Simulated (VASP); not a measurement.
Ge: single point with PBEsol

The system is Ge.

```
CELL_PARAMETERS angstrom
4.00350 0.00000 0.00000
-2.00175 3.46713 0.00000
0.00000 0.00000 6.58488
ATOMIC_POSITIONS crystal
Ge 0.66667 0.33333 0.06273
Ge 0.33333 0.66667 0.56273
Ge 0.66667 0.33333 0.43727
Ge 0.33333 0.66667 0.93727
```

| Item | Value |
| --- | --- |
| Program | VASP 6.6.1 |
| Task | single point |
| Functional | PBEsol |
| Potentials or basis | VASP PAW PBE potentials, release 64 (Ge_d) |
| Cutoff | 520 eV |
| k mesh | 6 × 6 × 3 |
| Occupations | fermi-dirac, width 0.1 eV |
| Spin | no spin polarisation |

| Item | Value |
| --- | --- |
| Pressure | -0.1 GPa |
| Band gap on the k mesh | 0.15 eV, direct |

Forces on the atoms (eV/Å):
```
Ge   0.000  0.000  0.002
Ge   0.000  0.000  0.002
Ge   0.000  0.000 -0.002
Ge   0.000  0.000 -0.002
```

Levels at points of the mesh, in eV from the valence-band top:
```tsv
k point	band 24	band 25	band 26	band 27	band 28	band 29	band 30	band 31	band 32	band 33
(0.00, 0.00, 0.00)	-1.47	-1.47	-0.14	-0.11	0.00	0.15	0.15	2.26	2.26	2.79
(0.50, 0.00, 0.00)	-6.71	-4.57	-3.05	-2.80	-1.41	0.48	1.65	3.54	3.71	4.37
```

Run time: 35 s on 1 thread of Intel Xeon 6975P-C (shared host), peak memory 0.2 GiB.

Caveat: the PAW data sets were made with another functional, which shifts forces and pressure a little. A k mesh can miss the band edges.
